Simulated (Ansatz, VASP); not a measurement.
## One calculation of CoSn, two programs

```xyz
6
Lattice="5.2460 0.0000 0.0000 -2.6230 4.5432 0.0000 0.0000 0.0000 4.1876" Properties=species:S:1:pos:R:3 pbc="T T T"
Co   -1.3115    2.2716    0.0000
Co    1.3115    2.2716    0.0000
Co    2.6230    0.0000    0.0000
Sn    2.6230    1.5144    2.0938
Sn    0.0000    3.0288    2.0938
Sn    0.0000    0.0000    0.0000
```

Alike in both runs: task single point; functional r2SCAN; k mesh 6 × 6 × 4; occupations gaussian, width 0.1 eV; no spin polarisation.

```csv
,VASP,Ansatz
version,VASP 6.6.1,Ansatz 0.2.0
potentials or method,"VASP PAW PBE potentials, release 64 (Co, Sn_d), cutoff 520 eV","scalar-relativistic, plane waves, PAW"
valence electrons in the cell,69,93
```

|  | VASP | Ansatz | Ansatz less VASP |
| --- | --- | --- | --- |
| gap on the k mesh at the Fermi level (eV) | none | none | - |
| pressure (GPa) | 0.1 | -0.2 | -0.26 |
| traceless stress, the component that is largest in VASP (GPa) | -0.19 | -0.15 | +0.044 |

VASP's potentials were made for PBE, not for r2SCAN. A gap of «none» marks a metal or a gap that the smearing closes. VASP's potentials hold 69 valence electrons a cell and Ansatz's 93, so a difference there can come from the potentials and not from the codes.

The k mesh is coarse, so the values compare programs but aren't converged.
